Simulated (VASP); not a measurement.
Runs of VASP 6.6.1 on MgC2. The structure is that of space group P6/mmm (No. 191), or close to it. The cells are those of the table. 

```tsv
task	spin	cell	cutoff (eV)	smearing	gap on the mesh (eV)	pressure (GPa)	relaxed volume (Å³/atom)	largest force (eV/Å)
relaxation of cell and atoms	off	relaxed from a = 6.752, b = 6.752, c = 5.279 Å, angles 90.0, 90.0, 120.0°, 3 atoms	600	gaussian 0.02 eV	3.98	0.0	69.50	-
single point	off	a = 6.752, b = 6.752, c = 5.279 Å, angles 90.0, 90.0, 120.0°, 3 atoms	520	gaussian 0.02 eV	3.98	(c)	-	0.11
relaxation of cell and atoms	off	relaxed from a = 5.520, b = 5.520, c = 5.272 Å, angles 90.0, 90.0, 120.0°, 3 atoms	600	gaussian 0.02 eV	3.90	0.0	64.28	-
single point	collinear, ferromagnetic start	a = 3.086, b = 3.086, c = 5.585 Å, angles 90.0, 90.0, 120.0°, 3 atoms	520	gaussian 0.1 eV	none	-3.3	-	8.29
single point	off	a = 5.520, b = 5.520, c = 5.272 Å, angles 90.0, 90.0, 120.0°, 3 atoms	520	gaussian 0.1 eV	(b)	(a)	-	0.09
```

Alike in all rows: level PBE; potentials or basis VASP PAW PBE potentials, release 64 (Mg, C); k mesh 6 × 6 × 4.

**Question.** Fill in the values left out.

**Answer.** (a) 0.2; (b) 3.48; (c) 0.1.

Caveats: some runs use coarse meshes; the volume moved by over 15 % at a fixed basis, so the end points are rough (some runs); forces of over 1 eV/Å act on the atoms, so gaps and moduli don't describe the material at rest (some runs).

A k mesh can miss the band edges.

A gap of «none» marks levels without a gap at the run's occupations.
